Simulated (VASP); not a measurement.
# Nb (Fm-3m) in VASP: a series of runs

Nb is run at these levels: PBE; tasks: single point.

Program: VASP 6.6.1. These are calculated values, not measurements. Logs are shortened: lines on timing, memory, paths and dates and some standing lists are left out, and cuts for length are marked.

## Step 1: The cell of the first run

Symmetry: Fm-3m, No. 225, cubic system. The conventional cell has a = 4.164 Å, b = 4.164 Å, c = 4.164 Å, α = 90.00°, β = 90.00°, γ = 90.00°. Within 3.9 Å of Nb (site symmetry m-3m) lie 12 Nb at 2.94 Å.

## Step 2: Single point, PBE (volume scaled by 0.96)

INCAR reads:

```
PREC = Accurate ; ENCUT = 520
EDIFF = 1E-6 ; ISMEAR = -1
SIGMA = 0.1 ; LREAL = False
LASPH = True ; NELM = 100
ALGO = Normal ; ISIF = 2
LWAVE = False ; LCHARG = False
GGA = PE ; NBANDS = 12
```

KPOINTS reads:

```
Automatic mesh
0
Gamma
  14 14 14
```

POSCAR reads:

```
Nb
1.0
    0.0000000000      2.0818126253      2.0818126253
    2.0818126253      0.0000000000      2.0818126253
    2.0818126253      2.0818126253      0.0000000000
Nb
1
Direct
    0.0000000000      0.0000000000      0.0000000000
```

Potentials or basis: VASP PAW PBE potentials, release 64 (Nb_sv).

Run with:

```console
> cat potpaw_PBE.64/Nb_sv/POTCAR > POTCAR
> mpirun -np 1 vasp_std > vasp.out
```

OUTCAR:

```text
PREC = Accurate
   ENCUT = 520
   EDIFF = 1E-6
   ISMEAR = -1
   LREAL = False
   LASPH = True
   NELM = 100
   ISIF = 2
   GGA = PE

 ion  position               nearest neighbor table
   1  0.000  0.000  0.000-

  LATTYP: Found a face centered cubic cell.
 ALAT       =     4.1636252506

  Lattice vectors:

 A1 = (   0.0000000000,   2.0818126253,   2.0818126253)
 A2 = (   2.0818126253,   0.0000000000,   2.0818126253)
 A3 = (   2.0818126253,   2.0818126253,   0.0000000000)

Analysis of symmetry for initial positions (statically):
=====================================================================
 Subroutine PRICEL returns:
 Original cell was already a primitive cell.

 Routine SETGRP: Setting up the symmetry group for a
 face centered cubic supercell.

 Subroutine GETGRP returns: Found 48 space group operations
 (whereof 48 operations were pure point group operations)
 out of a pool of 48 trial point group operations.

The static configuration has the point symmetry O_h .

Analysis of symmetry for dynamics (positions and initial velocities):
=====================================================================
 Subroutine PRICEL returns:
 Original cell was already a primitive cell.

 Routine SETGRP: Setting up the symmetry group for a
 face centered cubic supercell.

 Subroutine GETGRP returns: Found 48 space group operations
 (whereof 48 operations were pure point group operations)
 out of a pool of 48 trial point group operations.

The dynamic configuration has the point symmetry O_h .

 Subroutine INISYM returns: Found 48 space group operations
 (whereof 48 operations are pure point group operations),
 and found     1 'primitive' translations

----------------------------------------------------------------------------------------

                                     Primitive cell

  volume of cell :      18.0449

  direct lattice vectors                    reciprocal lattice vectors
     0.000000000  2.081812625  2.081812625    -0.240175314  0.240175314  0.240175314
     2.081812625  0.000000000  2.081812625     0.240175314 -0.240175314  0.240175314
     2.081812625  2.081812625  0.000000000     0.240175314  0.240175314 -0.240175314

  length of vectors
     2.944127649  2.944127649  2.944127649     0.415995846  0.415995846  0.415995846

  position of ions in fractional coordinates (direct lattice)
     0.000000000  0.000000000  0.000000000

  ion indices of the primitive-cell ions
   primitive index   ion index
                 1           1

----------------------------------------------------------------------------------------

 KPOINTS: Automatic mesh

Automatic generation of k-mesh.
 Grid dimensions read from file:
 generate k-points for:   14   14   14

 Generating k-lattice:

  Cartesian coordinates                     Fractional coordinates (reciprocal lattice)
    -0.017155380  0.017155380  0.017155380     0.071428571  0.000000000  0.000000000
     0.017155380 -0.017155380  0.017155380     0.000000000  0.071428571  0.000000000
     0.017155380  0.017155380 -0.017155380     0.000000000  0.000000000  0.071428571

  Length of vectors
     0.029713989  0.029713989  0.029713989

  Shift w.r.t. Gamma in fractional coordinates (k-lattice)
     0.000000000  0.000000000  0.000000000

 Subroutine IBZKPT returns following result:
 ===========================================

 Found    104 irreducible k-points:

 Following reciprocal coordinates:
            Coordinates               Weight
  0.000000  0.000000  0.000000      1.000000
  0.071429  0.000000  0.000000      8.000000
  0.142857  0.000000  0.000000      8.000000
  0.214286  0.000000  0.000000      8.000000
  0.285714  0.000000  0.000000      8.000000
  0.357143  0.000000  0.000000      8.000000
[... 16 lines left out ...]
  0.214286  0.142857  0.000000     24.000000
  0.285714  0.142857  0.000000     24.000000
 [... further k-points ...]
   k-points           NKPTS =    104   k-points in BZ     NKDIM =    104   number of bands    NBANDS=     12
   number of dos      NEDOS =    301   number of ions     NIONS =      1
   total plane-waves  NPLWV =  13824
   dimension x,y,z NGX =    24 NGY =   24 NGZ =   24
   dimension x,y,z NGXF=    48 NGYF=   48 NGZF=   48
   ions per type =               1
   NGX,Y,Z   is equivalent  to a cutoff of  13.55, 13.55, 13.55 a.u.
   NGXF,Y,Z  is equivalent  to a cutoff of  27.10, 27.10, 27.10 a.u.
 SYSTEM =  unknown system
   PREC   = accura    normal or accurate (medium, high low for compatibility)
   ISTART =      0    job   : 0-new  1-cont  2-samecut
   ICHARG =      2    charge: 1-file 2-atom 10-const
   ISPIN  =      1    spin polarized calculation?
   LNONCOLLINEAR =      F non collinear calculations
   LSORBIT =      F    spin-orbit coupling
   LASPH  =      T    aspherical Exc in radial PAW
   ENCUT  =  520.0 eV  38.22 Ry    6.18 a.u.   5.47  5.47  5.47*2*pi/ulx,y,z
   NELM   =    100;   NELMIN=  2; NELMDL= -5     # of ELM steps
   EDIFF  = 0.1E-05   stopping-criterion for ELM
   LREAL  =      F    real-space projection
   EDIFFG = 0.1E-04   stopping-criterion for IOM
   NSW    =      0    number of steps for IOM
   IBRION =     -1    ionic relax: 0-MD 1-quasi-New 2-CG
   NFREE  =      0    steps in history (QN), initial steepest desc. (CG)
   ISIF   =      2    stress and relaxation
   ISYM   =      2    0-nonsym 1-usesym 2-fastsym
   POTIM  = 0.5000    time-step for ionic-motion
   TEBEG  =    0.0;   TEEND  =   0.0 temperature during run
   PSTRESS=    0.0 pullay stress
   NELECT =      13.0000    total number of electrons
   NUPDOWN=      -1.0000    fix difference up-down
   EMIN   =  10.00;   EMAX   =-10.00  energy-range for DOS
   EFERMI =   0.00;   METHOD = LEGACY
   ISMEAR =    -1;   SIGMA  =   0.10  broadening in eV -4-tet -1-fermi 0-gaus
   EFERMI_NEDOS =   21; number of points for ismear=-14 and -15
   IALGO  =     38    algorithm
   IMIX   =      4    mixing-type and parameters
     AMIX     =   0.40;   BMIX     =  1.00
     AMIX_MAG =   1.60;   BMIX_MAG =  1.00
  volume/ion in A,a.u.               =      18.04       121.77
  Fermi-wavevector in a.u.,A,eV,Ry     =   1.467589  2.773340 29.304447  2.153816
  Thomas-Fermi vector in A             =   2.583188
   LORBIT       =      0    0 simple, 1 ext, 2 COOP (PROOUT), +10 PAW based schemes
   GGA     = PE    functional components
   LHFCALC =     F    Hartree Fock is set to
   AEXX    =    0.0000 exact exchange contribution
   IVDW    =     0    specifies the selected vdW correction
   LEPSILON=     F    determine dielectric tensor
   LRPA    =     F    only Hartree local field effects (RPA)
 non-spin polarized calculation
  energy-cutoff  :      520.00
  volume of cell :       18.04
 maximum number of plane-waves:       531
 NGX is ok and might be reduce to    24
   NGX = 11   NGY = 11   NGZ = 11

 number of electron      13.0000000 magnetization

 Free energy of the ion-electron system (eV)
  ---------------------------------------------------
  ext. energy  EPLUGINS =         0.00000000
  ---------------------------------------------------
  free energy    TOTEN  =        -9.90497658 eV

  energy without entropy =       -9.85615980  energy(sigma->0) =       -9.88056819

 E-fermi :  11.5292     XC(G=0): -12.4925

 val. band max:       11.5067176115   @ k =   0.3571   0.1429   0.0714
 cond. band min:      11.5435174788   @ k =  -0.3571   0.2143   0.0714
 fundamental gap:      0.0367998674
 Fermi energy:        11.5292478441

 k-point     1 :       0.0000    0.0000    0.0000
  band No.  band energies     occupation
      1     -43.2244      2.00000
      2     -18.5351      2.00000
      3     -18.5351      2.00000
      4     -18.5351      2.00000
      5       5.2017      2.00000
      6      11.6003      0.65910
      7      11.6003      0.65910
      8      11.6003      0.65910
      9      14.3405      0.00000
     10      14.3405      0.00000
     11      23.3816      0.00000
     12      28.3344      0.00000

 k-point     2 :       0.0714    0.0000    0.0000
  band No.  band energies     occupation
      1     -43.2134      2.00000
      2     -18.6066      2.00000
      3     -18.5438      2.00000
      4     -18.5438      2.00000
      5       5.4005      2.00000
      6      11.4449      1.39832
      7      11.6915      0.32962
      8      11.6915      0.32962
      9      14.2573      0.00000
     10      14.2573      0.00000
     11      23.7834      0.00000
     12      27.5367      0.00000

 k-point     3 :       0.1429    0.0000    0.0000
  band No.  band energies     occupation
      1     -43.1824      2.00000
      2     -18.8040      2.00000
      3     -18.5682      2.00000
      4     -18.5682      2.00000
      5       5.9511      2.00000
      6      11.0897      1.97562
      7      11.9017      0.04713
      8      11.9017      0.04713
      9      14.1118      0.00000
     10      14.1118      0.00000
     11      24.7361      0.00000
     12      26.2603      0.00000
[... 286 lines left out ...]
 k-point    23 :       0.2143    0.1429    0.0000
  band No.  band energies     occupation
      1     -43.1348      2.00000
      2     -18.9756      2.00000
      3     -18.6723      2.00000
      4     -18.6615      2.00000
      5       6.7793      2.00000
      6      10.2812      1.99999
      7      12.2825      0.00107
      8      12.5289      0.00009
      9      13.1378      0.00000
     10      14.8500      0.00000
     11      26.3050      0.00000
     12      26.7286      0.00000

 k-point    24 :       0.2857    0.1429    0.0000
  band No.  band energies     occupation
      1     -43.0908      2.00000
      2     -19.2204      2.00000
      3     -18.7163      2.00000
      4     -18.7031      2.00000
      5       7.4782      2.00000
      6      10.0560      2.00000
      7      11.7852      0.14360
      8      12.6327      0.00003
      9      13.8962      0.00000
     10      15.2286      0.00000
     11      25.3407      0.00000
     12      27.6719      0.00000

 [... further k-points ...]

------------------------ aborting loop because EDIFF is reached ----------------------------------------

  FORCE on cell =-STRESS in cart. coord.  units (eV):
  Direction    XX          YY          ZZ          XY          YZ          ZX
  --------------------------------------------------------------------------------------
  -------------------------------------------------------------------------------------
  Total        0.7391981      0.7391981      0.7391981      0.0000000     -0.0000000      0.0000000
  in kB       65.6321349     65.6321349     65.6321349      0.0000000     -0.0000000      0.0000000
  external PRESSURE =      65.6321349 kB  Pullay stress =       0.0000000 kB

 VOLUME and BASIS-vectors are now :
 -----------------------------------------------------------------------------
  energy-cutoff  :      520.00
  volume of cell :       18.04
      direct lattice vectors                 reciprocal lattice vectors
     0.000000000  2.081812625  2.081812625    -0.240175314  0.240175314  0.240175314
     2.081812625  0.000000000  2.081812625     0.240175314 -0.240175314  0.240175314
     2.081812625  2.081812625  0.000000000     0.240175314  0.240175314 -0.240175314

 POSITION                                       TOTAL-FORCE (eV/Angst)
 -----------------------------------------------------------------------------------
      0.00000      0.00000      0.00000         0.000000      0.000000      0.000000
 -----------------------------------------------------------------------------------
    total drift:                               -0.000000      0.000000      0.000000

  FREE ENERGIE OF THE ION-ELECTRON SYSTEM (eV)
  ---------------------------------------------------
  free  energy   TOTEN  =        -9.9049765765 eV

  energy  without entropy=       -9.8561598003  energy(sigma->0) =       -9.88056819
```

Wall time 10 s (1 thread of Intel Xeon Platinum 8488C (Sapphire Rapids), shared host); peak memory 0.14 GiB.

What came out:

```yaml
Free_energy: -9.9050 eV
Pressure: 6.6 GPa
```

Caveat: the cell differs from its parent crystal (volume scaled by 0.96).

## Step 3: Single point, PBE

This run uses another cell than the first one, of 18.80 Å³/atom, 1.042 times its volume.

INCAR reads:

```
SYSTEM = Nb
PREC = Accurate
ENCUT = 520
EDIFF = 1E-6
ISMEAR = -1
SIGMA = 0.1
LREAL = .FALSE.
LASPH = .TRUE.
NELM = 100
ALGO = Normal
ISIF = 2
LWAVE = .FALSE.
LCHARG = .FALSE.
GGA = PE
NBANDS = 12
```

KPOINTS reads:

```
regular mesh
0
G
  14 14 14
  0 0 0
```

POSCAR reads:

```
Nb
1.0
    0.0000000000      2.1103341506      2.1103341506
    2.1103341506      0.0000000000      2.1103341506
    2.1103341506      2.1103341506      0.0000000000
Nb
1
Direct
    0.0000000000      0.0000000000      0.0000000000
```

Potentials or basis: VASP PAW PBE potentials, release 64 (Nb_sv).

Run with:

```console
> cat potpaw_PBE.64/Nb_sv/POTCAR > POTCAR
> mpirun -np 1 vasp_std > vasp.out
```

Wall time 10 s (1 thread of Intel Xeon Platinum 8488C (Sapphire Rapids), shared host); peak memory 0.15 GiB.

Results (log left out):

```yaml
Free_energy: -9.9191 eV
Pressure: -0.5 GPa
```

Levels at points of the mesh, in eV from the Fermi level:
```csv
k point,band 4,band 5,band 6,band 7,band 8,band 9
"(0.00, 0.00, 0.00)",-30.19,-6.23,0.10,0.10,0.10,2.69
"(0.50, 0.00, 0.00)",-30.34,-3.84,-0.08,-0.08,1.35,4.64
"(0.50, 0.50, 0.00)",-30.61,-4.05,-3.31,3.57,4.62,5.20
```

## Step 4: Single point, PBE (volume scaled by 1.04)

Edit INCAR of step 3 so:

```diff
@@ -12,4 +12,6 @@
 LWAVE = .FALSE.
-LCHARG = .FALSE.
+LCHARG = .TRUE.
 GGA = PE
+LELF = .TRUE.
+LVHAR = .TRUE.
 NBANDS = 12
```

KPOINTS is that of step 3.

POSCAR reads:

```
Nb
1.0
    0.0000000000      2.1381048899      2.1381048899
    2.1381048899      0.0000000000      2.1381048899
    2.1381048899      2.1381048899      0.0000000000
Nb
1
Direct
    0.0000000000      0.0000000000      0.0000000000
```

Run with:

```console
> cat potpaw_PBE.64/Nb_sv/POTCAR > POTCAR
> mpirun -np 1 vasp_std > vasp.out
```

Run time: 10 s. Hardware: 1 thread of Intel Xeon Platinum 8488C (Sapphire Rapids), shared host; peak memory 0.14 GiB.

Results (log left out):

- Free energy: -9.9028 eV
- Pressure: -6.4 GPa

Levels at points of the mesh, in eV from the Fermi level:
```csv
k point,band 4,band 5,band 6,band 7,band 8,band 9
"(0.00, 0.00, 0.00)",-30.31,-6.13,0.12,0.12,0.12,2.57
"(0.50, 0.00, 0.00)",-30.44,-3.69,-0.05,-0.05,1.22,4.41
"(0.50, 0.50, 0.00)",-30.68,-3.84,-3.13,3.34,4.40,4.94
```

Caveat: the cell differs from its parent crystal (volume scaled by 1.04).

## Step 5: Summary

| cell | gap on the mesh (eV) | pressure (GPa) |
| --- | --- | --- |
| a = 2.944 Å, angles 60.0°, 1 atom | none | 6.6 |
| a = 2.984 Å, angles 60.0°, 1 atom | none | -0.5 |
| a = 3.024 Å, angles 60.0°, 1 atom | none | -6.4 |

Alike in all rows: task single point; level PBE; potentials or basis VASP PAW PBE potentials, release 64 (Nb_sv); no spin polarisation; k mesh 14 × 14 × 14; cutoff (eV) 520; smearing fermi-dirac 0.1 eV.

Absolute energies hang on the potentials; compare differences alone.
